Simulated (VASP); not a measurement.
Runs of VASP 6.6.1 on Hf. The structure is that of space group Pm-3m (No. 221), or close to it. The cells are those of the table. 

| task | cell | cutoff (eV) | gap on the mesh (eV) | pressure (GPa) | relaxed volume (Å³/atom) |
| --- | --- | --- | --- | --- | --- |
| relaxation of cell and atoms | relaxed from a = 2.823 Å, 1 atom | 600 | none | 0.0 | (a) |
| single point | a = 2.823 Å, 1 atom | 520 | none | -0.1 | - |
| single point | a = 2.814 Å, 1 atom | 520 | none | 0.8 | - |
| relaxation of cell and atoms | relaxed from a = 2.910 Å, 1 atom | 600 | none | 0.0 | 22.49 |

Alike in all rows: level LDA; potentials or basis VASP PAW LDA potentials, release 64 (Hf_pv); no spin polarisation; k mesh 7 × 7 × 7; smearing fermi-dirac 0.05 eV.

Problem. Estimate the missing entries.

Solution. (a) 22.46.

Caveats: spin-orbit coupling is left out, which moves the levels of the heavy elements.

A k mesh can miss the band edges, and the runs leave out spin-orbit coupling on Hf.

A gap of «none» marks levels without a gap at the run's occupations.
